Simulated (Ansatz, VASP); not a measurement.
## Two plane-wave programs on Au

```
Au
1.0
     1.37659   -2.55784   -0.03645
     1.41854    2.58101    0.00135
    -0.06085    0.03619    4.96857
Au
2
Direct
  0.64650 0.32305 0.25328
  0.30229 0.65923 0.74019
```

Change from the starting cell: all atoms moved at random (sigma 0.07 Å), cell strained at random (1 %).

Alike in both runs: task single point; functional PBEsol; k mesh 12 × 12 × 6; occupations gaussian, width 0.1 eV; no spin polarisation.

```csv
,VASP,Ansatz
version,VASP 6.6.1,Ansatz 0.2.0
potentials or method,"VASP PAW PBE potentials, release 64 (Au), cutoff 520 eV","scalar-relativistic, plane waves, PAW"
valence electrons in the cell,22,38
```

|  | VASP | Ansatz | Ansatz less VASP |
| --- | --- | --- | --- |
| gap on the k mesh at the Fermi level (eV) | none | none | - |
| pressure (GPa) | -6.0 | -5.8 | +0.20 |
| traceless stress, the component that is largest in VASP (GPa) | 1.99 | 2.01 | +0.018 |
| rms of the force components (eV/Å) | 0.212 | 0.213 | +0.0012 |

VASP's potentials were made for PBE, not for PBEsol. Atom by atom the forces differ by 0.001 eV/Å (rms over components). A gap of «none» marks a metal or a gap that the smearing closes. VASP's potentials hold 22 valence electrons a cell and Ansatz's 38, so a difference there can come from the potentials and not from the codes.

Neither program's run includes spin-orbit coupling.
